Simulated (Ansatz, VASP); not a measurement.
## Gd: VASP beside Ansatz

INCAR

```
  PREC = Accurate
  ENCUT = 520
  EDIFF = 1E-6
  ISMEAR = -1
  SIGMA = 0.05
  LREAL = F
  LASPH = T
  NELM = 150
  ALGO = Normal
  ISIF = 2
  LWAVE = F
  LCHARG = F
  ISPIN = 2
  MAGMOM = 7
  LORBIT = 11
  LMAXMIX = 6
  GGA = CA
  NBANDS = 19
```

File KPOINTS:

```
regular mesh
0
Gamma
  10 10 10
```

The input POSCAR:

```
Gd
1.0
    0.0000000000      2.6198468364      2.6198468364
    2.6198468364      0.0000000000      2.6198468364
    2.6198468364      2.6198468364      0.0000000000
Gd
1
Direct
    0.0000000000      0.0000000000      0.0000000000
```

Input for Ansatz:

```yaml
crystal:
  lattice:
    - [0.0, 2.6198468364268868, 2.6198468364268868]
    - [2.6198468364268868, 0.0, 2.6198468364268868]
    - [2.6198468364268868, 2.6198468364268868, 0.0]
  atoms:
    - { symbol: Gd, position: [0.0, 0.0, 0.0], spin: 7.0 }
kpoints:
  mp_grid:
    grid: [10, 10, 10]
hamiltonian:
  xc: lda
  pseudopotentials:
    kind: all_electron
    lapw:
      basis_error: 0.001
magnetization:
  spin_polarized: true
scf:
  occupations:
    method: fermi_dirac
    width: 0.05
```

Alike in both runs: task single point; functional LDA; k mesh 10 × 10 × 10; occupations fermi-dirac, width 0.05 eV; collinear spin.

```csv
,VASP,Ansatz
version,VASP 6.6.1,Ansatz 0.2.0
potentials or method,"VASP PAW PBE potentials, release 64 (Gd), cutoff 520 eV",all-electron (LAPW or listed datasets)
```

Ansatz gave:

```
net moment per atom (μB)                                      : 7.40
size of the moment on the site where the two differ most (μB) : 7.29
```

Task: What did VASP give for the same quantities?

Result: net moment per atom (μB): 7.27; size of the moment on the site where the two differ most (μB): 6.83.

The net moments are unlike, so the other rows may belong to different states. VASP's potentials were made for PBE, not for LDA. LDA's correlation is that of Perdew and Zunger in VASP and of Perdew and Wang (1992) in Ansatz. Site moments also hang on the region over which each program counts them. Ansatz ran all-electron here, and VASP with PAW potentials.

Neither program's run includes spin-orbit coupling.
